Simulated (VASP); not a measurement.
Here is a VASP 6.6.1 calculation.

The input POSCAR:

```
Ni
1.0
    0.0000000000      1.7603666700      1.7603666700
    1.7603666700      0.0000000000      1.7603666700
    1.7603666700      1.7603666700      0.0000000000
Ni
1
Direct
    0.0000000000      0.0000000000      0.0000000000
```

Contents of INCAR.step1:

```
PREC     = Accurate       # precision mode
ENCUT    = 520            # plane-wave cutoff, eV
ISMEAR   = -1             # smearing method
SIGMA    = 0.1            # smearing width, eV
LREAL    = F              # projectors in reciprocal space
LASPH    = T              # aspherical terms in the spheres
NELM     = 150            # most SCF steps
ISPIN    = 2              # spin polarisation
MAGMOM   = 1.58           # initial moments
NUPDOWN  = 1.58           # fixed moment
LMAXMIX  = 4              # l up to which the mixer works
NBANDS   = 15             # bands
GGA      = PE             # functional
ALGO     = Normal         # electronic algorithm
EDIFF    = 1E-4           # SCF threshold, eV
LWAVE    = T              # write WAVECAR
LCHARG   = F              # write CHGCAR
```

The input INCAR.step2:

```
PREC     = Accurate       # precision mode
ENCUT    = 520            # plane-wave cutoff, eV
EDIFF    = 1E-7           # SCF threshold, eV
ISMEAR   = -1             # smearing method
SIGMA    = 0.1            # smearing width, eV
LREAL    = F              # projectors in reciprocal space
LASPH    = T              # aspherical terms in the spheres
NELM     = 150            # most SCF steps
ALGO     = Normal         # electronic algorithm
ISIF     = 2              # what is computed and relaxed
LWAVE    = F              # write WAVECAR
LCHARG   = F              # write CHGCAR
ISPIN    = 2              # spin polarisation
MAGMOM   = 1.58           # initial moments
LORBIT   = 11             # projections on sites
NUPDOWN  = 1.58           # fixed moment
LMAXMIX  = 4              # l up to which the mixer works
METAGGA  = R2SCAN         # meta-GGA
LMIXTAU  = T            
NBANDS   = 15             # bands
ISTART   = 1
```

Contents of KPOINTS:

```
regular mesh
0
Gamma
  14 14 14
```

Potentials or basis: VASP PAW PBE potentials, release 64 (Ni).

Launch:

```sh
$ cat potpaw_PBE.64/Ni/POTCAR > POTCAR
$ cp INCAR.step1 INCAR
$ mpirun -np 1 vasp_std > vasp.out
$ cp INCAR.step2 INCAR
$ mpirun -np 1 vasp_std > vasp.out
```

Q: Estimate the pressure.

A: 7.1 GPa.

Caveat: the cell stands under pressure; the PAW data sets were made with another functional, which shifts forces and pressure a little; the total moment is fixed, so each spin has its own Fermi level and the state may be an excited one.
